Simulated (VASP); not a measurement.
Crystal: InAs.

```
CELL_PARAMETERS angstrom
0.00000 2.87730 2.87730
2.87730 0.00000 2.87730
2.87730 2.87730 0.00000
ATOMIC_POSITIONS crystal
In 0.50000 0.50000 0.50000
As 0.00000 0.00000 0.00000
```

Base run:

* Program: VASP 6.6.1
* Functional: PBEsol
* Potentials or basis: VASP PAW PBE potentials, release 64 (In_d, As)
* Cutoff: 500 eV
* k mesh: 7 × 7 × 7
* Occupations: fermi-dirac, width 0.1 eV
* Spin: no spin polarisation

Its results: band gap on the k mesh zero (bands 9 and 10 overlap by 2.47 eV); pressure -3.2 GPa.

Task: The run is repeated on the same cell with these changes: functional from PBEsol to r2SCAN; cutoff from 500 eV to 550 eV. What comes out?

Result: Band gap on the k mesh zero (bands 9 and 10 overlap by 2.51 eV); pressure -2.2 GPa.

Caveats: the PAW data sets were made with another functional, which shifts forces and pressure a little; spin-orbit coupling is left out, which moves the levels of the heavy elements; the cell stands under tension (at least some runs).
